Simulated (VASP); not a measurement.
Input of a VASP 6.6.1 run:

File POSCAR:

```
NaF
1.0
    0.0000000000      2.5481275041      2.5481275041
    2.5481275041      0.0000000000      2.5481275041
    2.5481275041      2.5481275041      0.0000000000
Na F
1 1
Direct
    0.0000000000      0.0000000000      0.0000000000
    0.2500000000      0.2500000000      0.2500000000
```

File INCAR.step1:

```
PREC = Accurate
ENCUT = 520
EDIFF = 1E-5
ISMEAR = -1
SIGMA = 0.02
LREAL = F
LASPH = T
NELM = 60
ALGO = Normal
ISIF = 2
LWAVE = T
LCHARG = F
NBANDS = 14
GGA = PE
```

INCAR.step2

```
PREC = Accurate
ENCUT = 520
EDIFF = 1E-6
ISMEAR = -1
SIGMA = 0.02
LREAL = F
LASPH = T
NELM = 60
ALGO = Normal
ISIF = 2
LWAVE = F
LCHARG = F
GGA = PE
LHFCALC = T
HFSCREEN = 0.2079
PRECFOCK = Normal
NBANDS = 14
ISTART = 1
```

File KPOINTS:

```
Automatic mesh
0
Gamma
  6 6 6
```

Potentials or basis: VASP PAW PBE potentials, release 64 (Na_pv, F).

The run is started by

```console
$ cat potpaw_PBE.64/Na_pv/POTCAR potpaw_PBE.64/F/POTCAR > POTCAR
$ cp INCAR.step1 INCAR
$ mpirun -np 1 vasp_std > vasp.out
$ cp INCAR.step2 INCAR
$ mpirun -np 1 vasp_std > vasp.out
```

(1) Predict the pressure.

(2) What does it give for the band gap on the k mesh?

Results:

(1) 0.1 GPa.

(2) 7.56 eV.

Caveat: the structure was generated, so it needn't be the stable form of NaF; the PAW data sets were made with another functional, which shifts forces and pressure a little.
